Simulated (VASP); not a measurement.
Write the native input for VASP 6.6.1 that does the following.

- Task: single point
- Functional: PBE
- Potentials or basis: VASP PAW PBE potentials, release 64 (Te)
- Cutoff: 520 eV
- k mesh: 7 × 7 × 5
- Occupations: fermi-dirac, width 0.05 eV
- Spin: no spin polarisation
- Dipole correction: no
- Further INCAR settings: ALGO = Normal; EDIFF = 1e-06; NBANDS = 16

The structure of Te lies in POSCAR:

```
Te
1.0
    4.4763807258      0.0000000000      0.0000000000
   -2.2381903629      3.8766594256      0.0000000000
    0.0000000000      0.0000000000      5.9540927972
Te
3
Direct
    0.7310000000      0.7310000000      0.5000000000
    0.0000000000      0.2690000000      0.8333333333
    0.2690000000      0.0000000000      0.1666666667
```

One way to write it, as run:

INCAR

```
PREC = Accurate
ENCUT = 520
EDIFF = 1E-6
ISMEAR = -1
SIGMA = 0.05
LREAL = False
LASPH = True
NELM = 60
ALGO = Normal
ISIF = 2
LWAVE = False
LCHARG = False
GGA = PE
NBANDS = 16
```

KPOINTS

```
Automatic mesh
0
Gamma
  7 7 5
```

Potentials or basis: VASP PAW PBE potentials, release 64 (Te).

Launch:

```sh
$ cat potpaw_PBE.64/Te/POTCAR > POTCAR
$ mpirun -np 1 vasp_std > vasp.out
```

Results of the run:

```
Pressure               : 0.7 GPa
Largest force          : 0.080 eV/Å
Band gap on the k mesh : 0.63 eV (least direct gap 0.78 eV)
```

Caveat: spin-orbit coupling is left out, which moves the levels of the heavy elements.

It took 39 s on 1 thread of Intel(R) Xeon(R) Platinum 8488C (Sapphire Rapids), on a shared host, peak memory 0.24 GiB.
